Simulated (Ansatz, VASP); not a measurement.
# Two plane-wave programs on Ti

The input INCAR:

```
SYSTEM = Ti
PREC = Accurate
ENCUT = 520
EDIFF = 1E-6
ISMEAR = 0
SIGMA = 0.15
LREAL = .FALSE.
LASPH = .TRUE.
NELM = 60
ALGO = Fast
ISIF = 2
LWAVE = .FALSE.
LCHARG = .TRUE.
GGA = PE
LELF = .TRUE.
LVHAR = .TRUE.
NBANDS = 12
```

KPOINTS

```
regular mesh
0
G
  20 20 20
  0 0 0
```

POSCAR

```
Ti
1.0
   -1.8066566543      1.8066566543      1.7089995379
    1.8066566543     -1.8066566543      1.7089995379
    1.4485805607      1.4485805607     -1.7089995379
Ti
1
Direct
    0.0000000000      0.0000000000      0.0000000000
```

Input for Ansatz:

```yaml
crystal:
  lattice:
    - [-1.8066566543, 1.8066566543, 1.7089995379]
    - [1.8066566543, -1.8066566543, 1.7089995379]
    - [1.4485805607, 1.4485805607, -1.7089995379]
  atoms:
    - { symbol: Ti, position: [0.0, 0.0, 0.0] }
basis:
  ecutwfc: 520.0
kpoints:
  mp_grid: { grid: [20, 20, 20] }
hamiltonian:
  xc: pbe
  pseudopotentials: { kind: paw, azcp: { folder: soft_1 } }
scf:
  occupations: { method: gaussian, width: 0.15 }
output:
  forces: true
  stress: true
  eigenvalues: true
  write_density: true
  write_potential: true
  elf: true
  volumetric_format: npy
```

Change from the starting cell: engineering shear strain xy -0.2200, normal strain along z +0.0500.

Alike in both runs: task single point; functional PBE; k mesh 20 × 20 × 20; occupations gaussian, width 0.15 eV; no spin polarisation.

```csv
,VASP,Ansatz
version,VASP 6.6.1,Ansatz 0.2.0
potentials or method,"VASP PAW PBE potentials, release 64 (Ti_sv), cutoff 520 eV","scalar-relativistic, plane waves, PAW"
valence electrons in the cell,12,12
```

|  | VASP | Ansatz | Ansatz less VASP |
| --- | --- | --- | --- |
| gap on the k mesh at the Fermi level (eV) | none | none | - |
| pressure (GPa) | -4.0 | -3.9 | +0.15 |
| traceless stress, the component that is largest in VASP (GPa) | 5.47 | 5.48 | +0.008 |

A gap of «none» marks a metal or a gap that the smearing closes. The functional is the same, so the differences come from potentials, cutoffs and numerics.
